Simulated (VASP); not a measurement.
SiC, 4 atoms in the cell. It takes space group P6_3mc (No. 186, hexagonal). Conventional cell: a = 3.075 Å, b = 3.075 Å, c = 4.846 Å, α = 90.00°, β = 90.00°, γ = 120.00°. Si (site symmetry 3m) has 4 C at 1.85 to 1.87 Å within 2.5 Å. C (site symmetry 3m) has 4 Si at 1.85 to 1.87 Å within 2.5 Å.  This cell differs from its parent crystal: strain along c alone, the other axes held: -4.0 %, then relaxed in part.

| Property | Result |
| --- | --- |
| Program | VASP 6.6.1 |
| Task | single point |
| Functional | r2SCAN |
| Potentials or basis | VASP PAW PBE potentials, release 64 (Si, C) |
| Cutoff | 520 eV |
| k mesh | 12 × 12 × 6 |
| Occupations | gaussian, width 0.02 eV |
| Spin | no spin polarisation |
| Dipole correction | no |
| Further INCAR settings | ALGO = Normal; EDIFF = 1e-06; NBANDS = 16 |

Potentials or basis: VASP PAW PBE potentials, release 64 (Si, C).

Run with:

```console
$ cat potpaw_PBE.64/Si/POTCAR potpaw_PBE.64/C/POTCAR > POTCAR
$ cp INCAR.step1 INCAR
$ mpirun -np 1 vasp_std > vasp.out
$ cp INCAR.step2 INCAR
$ mpirun -np 1 vasp_std > vasp.out
```

Hardware: 1 thread of Intel(R) Xeon(R) Platinum 8259CL CPU @ 2.50GHz (Skylake/Cascade Lake), with other jobs on the host.

How long does it take, and how much memory?

It took 100 s on 1 thread of Intel(R) Xeon(R) Platinum 8259CL CPU @ 2.50GHz (Skylake/Cascade Lake) (shared host), peak memory 0.18 GiB. Counts: k points 76.
